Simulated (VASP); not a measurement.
Set up this calculation in VASP 6.6.1, as the native input.

```yaml
Task: single point
Functional: LDA
Potentials_or_basis: VASP PAW LDA potentials, release 64 (Sn_d, O)
Cutoff: 520 eV
k_mesh: 6 × 6 × 6
Occupations: gaussian, width 0.01 eV
Spin: no spin polarisation
Dipole_correction: no
Further_INCAR_settings: ALGO = Normal; EDIFF = 1e-06; NBANDS = 20
```

The structure of SnO2 lies in POSCAR:

```
SnO2
1.0
    1.6170900000      0.9336300000      4.8005900000
   -1.6170900000      0.9336300000      4.8005900000
    0.0000000000     -1.8672600000      4.8005900000
Sn O
1 2
Direct
    0.5094200000      0.4755800000      0.5048900000
    0.3009759413      0.2031559413      0.1945881175
    0.8449500000      0.6905000000      0.7700400000
```

One way to write it, as run:

INCAR

```
SYSTEM = SnO2
PREC = Accurate
ENCUT = 520
EDIFF = 1E-6
ISMEAR = 0
SIGMA = 0.01
LREAL = .FALSE.
LASPH = .TRUE.
NELM = 80
ALGO = Normal
ISIF = 2
LWAVE = .FALSE.
LCHARG = .TRUE.
GGA = CA
LELF = .TRUE.
LVHAR = .TRUE.
NBANDS = 20
```

KPOINTS

```
Automatic mesh
0
G
  6 6 6
  0 0 0
```

Potentials or basis: VASP PAW LDA potentials, release 64 (Sn_d, O).

Launch:

```bash
$ cat potpaw_LDA.64/Sn_d/POTCAR potpaw_LDA.64/O/POTCAR > POTCAR
$ mpirun -np 1 vasp_std > vasp.out
```

It gave:

The pressure is 1.5 GPa. The largest force is 3.454 eV/Å. The band gap on the k mesh is 1.79 eV (least direct gap 2.18 eV).

Caveat: spin-orbit coupling is left out, which moves the levels of the heavy elements; forces of over 1 eV/Å act on the atoms, so gaps and moduli don't describe the material at rest.

It took 4.3 min on 1 thread of Intel Xeon 8259CL (shared host), peak memory 0.26 GiB.
